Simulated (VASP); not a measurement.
Runs of VASP 6.6.1 on TiS2 (lda). The structure is that of space group P-3m1 (No. 164), or close to it. The cells are those of the table. 

```csv
task,cell,k mesh,gap on the mesh (eV),pressure (GPa),relaxed volume (Å³/atom),largest force (eV/Å)
single point,"a = 3.315, b = 3.315, c = 5.447 Å, angles 90.0, 90.0, 120.0°, 3 atoms",15 × 15 × 8,none,0.0,-,0.02
relaxation of cell and atoms,"relaxed from a = 3.412, b = 3.412, c = 5.695 Å, angles 90.0, 90.0, 120.0°, 3 atoms",15 × 15 × 8,none,0.0,17.27,-
single point,"a = 3.412, b = 3.412, c = 5.695 Å, angles 90.0, 90.0, 120.0°, 3 atoms",6 × 6 × 4,none,-6.2,-,(a)
relaxation of cell and atoms,"relaxed from a = 3.315, b = 3.315, c = 5.447 Å, angles 90.0, 90.0, 120.0°, 3 atoms",15 × 15 × 8,none,0.0,17.27,-
```

Alike in all rows: level LDA; potentials or basis VASP PAW LDA potentials, release 64 (Ti_sv, S); no spin polarisation; cutoff (eV) 500; smearing gaussian 0.1 eV.

Question: Estimate the missing entries.

Answer: (a) 0.40.

A gap of «none» marks levels without a gap at the run's occupations.
